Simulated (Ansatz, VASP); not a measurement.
# Ti in VASP and in Ansatz

File INCAR:

```
PREC = Accurate ; ENCUT = 520
EDIFF = 1E-7 ; ISMEAR = -1
SIGMA = 0.1 ; LREAL = F
LASPH = T ; NELM = 60
ALGO = Normal ; ISIF = 2
LWAVE = F ; LCHARG = F
NBANDS = 19
```

KPOINTS

```
Automatic mesh
0
Gamma
  16 16 9
```

Contents of POSCAR:

```
Ti
1.0
    1.4321410176     -2.4805410062      0.0000000000
    1.4321410176      2.4805410062      0.0000000000
    0.0000000000      0.0000000000      4.5377959650
Ti
2
Direct
    0.6666666670      0.3333333330      0.2500000000
    0.3333333330      0.6666666670      0.7500000000
```

Input for Ansatz:

```yaml
crystal:
  lattice:
    - [1.4321410176, -2.4805410062, 0.0]
    - [1.4321410176, 2.4805410062, 0.0]
    - [0.0, 0.0, 4.537795965]
  atoms:
    - { symbol: Ti, position: [0.666666667, 0.333333333, 0.25] }
    - { symbol: Ti, position: [0.333333333, 0.666666667, 0.75] }
kpoints:
  mp_grid: { grid: [16, 16, 9] }
scf:
  occupations: { method: fermi_dirac, width: 0.1 }
hamiltonian:
  xc: lda
  pseudopotentials: { kind: all_electron, lapw: { basis_error: 0.001 } }
output:
  forces: true
  stress: true
  eigenvalues: true
```

Alike in both runs: task single point; functional LDA; k mesh 16 × 16 × 9; occupations fermi-dirac, width 0.1 eV; no spin polarisation.

|  | VASP | Ansatz |
| --- | --- | --- |
| version | VASP 6.6.1 | Ansatz 0.2.0 |
| potentials or method | VASP PAW LDA potentials, release 64 (Ti_sv), cutoff 520 eV | all-electron LAPW, scalar-relativistic |

|  | VASP | Ansatz | Ansatz less VASP |
| --- | --- | --- | --- |
| pressure (GPa) | -0.2 | 0.0 | +0.20 |

LDA's correlation is that of Perdew and Zunger in VASP and of Perdew and Wang (1992) in Ansatz. Ansatz ran all-electron here, and VASP with PAW potentials.
